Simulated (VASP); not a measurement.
Wanted: the native input for a VASP 6.6.1 run.

| Property | Result |
| --- | --- |
| Task | single point |
| Functional | PBEsol |
| Potentials or basis | VASP PAW PBE potentials, release 64 (Ca_sv, F) |
| Cutoff | 520 eV |
| k mesh | 16 × 16 × 16 |
| Occupations | gaussian, width 0.1 eV |
| Spin | collinear spin |
| Starting moments | [0.0, 0.26, 0.26, 0.6] μB |
| Dipole correction | no |
| Further INCAR settings | ALGO = Normal; EDIFF = 1e-07; NBANDS = 28 |

The structure of CaF3 lies in POSCAR:

```
CaF3
1.0
   -1.8497855056      1.8497855056      3.0542553152
    1.8497855056     -1.8497855056      3.0542553152
    1.8497855056      1.8497855056     -3.0542553152
Ca F
1 3
Direct
    0.0000000000      0.0000000000      0.0000000000
    0.7500000000      0.2500000000      0.5000000000
    0.2500000000      0.7500000000      0.5000000000
    0.5000000000      0.5000000000      0.0000000000
```

These files were run (other wordings do the same):

INCAR

```
SYSTEM = CaF3
  PREC = Accurate
  ENCUT = 520
  EDIFF = 1E-7
  ISMEAR = 0
  SIGMA = 0.1
  LREAL = .FALSE.
  LASPH = .TRUE.
  NELM = 150
  ALGO = Normal
  ISIF = 2
  LWAVE = .FALSE.
  LCHARG = .FALSE.
  ISPIN = 2
  MAGMOM = 0 0.26 0.26 0.6
  LORBIT = 11
  GGA = PS
  NBANDS = 28
```

KPOINTS

```
regular mesh
0
G
  16 16 16
  0 0 0
```

Potentials or basis: VASP PAW PBE potentials, release 64 (Ca_sv, F).

Command:

```bash
$ cat potpaw_PBE.64/Ca_sv/POTCAR potpaw_PBE.64/F/POTCAR > POTCAR
$ mpirun -np 1 vasp_std > vasp.out
```

Results of the run:

```json
{
 "Pressure": "6.1 GPa",
 "Band gap on the k mesh": "zero (filled and empty bands overlap)",
 "Net moment": "1.00 μB per cell",
 "Site moments": "Ca -0.00; F +0.22, +0.49 (each value once) μB",
 "Valence electrons inside the program's atomic spheres": "Ca 8.09; F 6.05, 5.94 (each value once)"
}
```

Caveat: the cell stands under pressure; the PAW data sets were made with another functional, which shifts forces and pressure a little.

Wall time 15 min on 1 thread of Oxide Virtual Turin-like Processor, with other jobs on the host, peak memory 0.6 GiB.
